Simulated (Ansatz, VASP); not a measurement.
## Two plane-wave programs on Al

The input INCAR:

```
SYSTEM = Al
ALGO = Normal ; EDIFF = 1E-7
ENCUT = 520 ; GGA = CA
ISIF = 2 ; ISMEAR = -1
LASPH = .True. ; LCHARG = .False.
LREAL = .False. ; LWAVE = .False.
NBANDS = 10 ; NELM = 60
PREC = Accurate ; SIGMA = 0.05
```

KPOINTS

```
k-points
0
Gamma
  8 8 4
  0 0 0
```

The input POSCAR:

```
Al
1.0
    2.6560720880     -0.0386642264      0.0052687521
   -1.3615216681      2.4541566797     -0.0437426624
    0.0091151415     -0.0821464562      4.7334228431
Al
2
Direct
    0.6255000000      0.2880900000      0.7650500000
    0.4203400000      0.7312800000      0.2390100000
```

Input for Ansatz:

```yaml
crystal:
  lattice:
    - [2.6560720880034987, -0.03866422640796145, 0.005268752096007181]
    - [-1.3615216680643956, 2.454156679731041, -0.04374266236361856]
    - [0.009115141458871741, -0.08214645615846938, 4.7334228431193335]
  atoms:
    - { symbol: Al, position: [0.6255, 0.28809, 0.76505] }
    - { symbol: Al, position: [0.42034, 0.73128, 0.23901] }
basis:
  ecutwfc: 540.0
  xc_grid: 2
kpoints:
  mp_grid:
    grid: [8, 8, 4]
hamiltonian:
  xc: lda
scf:
  convergence:
    dr2_threshold: 1.0e-09
  occupations:
    method: fermi_dirac
    width: 0.05
output:
  forces: true
  stress: true
```

Alike in both runs: task single point; functional LDA; k mesh 8 × 8 × 4; occupations fermi-dirac, width 0.05 eV; no spin polarisation.

|  | VASP | Ansatz |
| --- | --- | --- |
| version | VASP 6.6.1 | Ansatz 0.2.0 |
| potentials or method | VASP PAW LDA potentials, release 64 (Al), cutoff 520 eV | plane waves, PAW |
| valence electrons in the cell | 6 | 6 |

Ansatz gave:

* pressure (GPa): 5.2
* traceless stress, the component that is largest in VASP (GPa): 2.64
* rms of the force components (eV/Å): 0.391

Question: What did VASP give for the same quantities?

Answer: Pressure (GPa): 5.3; traceless stress, the component that is largest in VASP (GPa): 2.63; rms of the force components (eV/Å): 0.394.

LDA's correlation is that of Perdew and Zunger in VASP and of Perdew and Wang (1992) in Ansatz. Atom by atom the forces differ by 0.003 eV/Å (rms over components). Ansatz's warnings: stress scf threshold loose.
